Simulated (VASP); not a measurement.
Ta7N8 (a cell with a defect), 15 atoms in the cell. The cell holds a defect, 15 atoms: a = 5.876 Å, b = 5.876 Å, c = 5.766 Å, α = 90.00°, β = 90.00°, γ = 120.00°. 

| Property | Result |
| --- | --- |
| Program | VASP 6.6.1 |
| Task | single point |
| Functional | r2SCAN |
| Potentials or basis | VASP PAW PBE potentials, release 64 (N, Ta_pv) |
| Cutoff | 580 eV |
| k mesh | 2 × 2 × 2 |
| Occupations | fermi-dirac, width 0.1 eV |
| Spin | no spin polarisation |
| Dipole correction | no |
| Further INCAR settings | ALGO = Normal; EDIFF = 1e-06; NBANDS = 72 |

Potentials or basis: VASP PAW PBE potentials, release 64 (N, Ta_pv).

Launch:

```bash
$ cat potpaw_PBE.64/N/POTCAR potpaw_PBE.64/Ta_pv/POTCAR > POTCAR
$ cp INCAR.step1 INCAR
$ mpirun -np 1 vasp_std > vasp.out
$ cp INCAR.step2 INCAR
$ mpirun -np 1 vasp_std > vasp.out
```

Hardware: 1 thread of AMD EPYC 9R45 96-Core Processor (Zen 5) (shared host).

How long does it take, and how much memory?

Wall time 3.5 min on 1 thread of AMD EPYC 9R45 96-Core Processor (Zen 5), on a shared host, peak memory 0.35 GiB. Counts: k points 4.
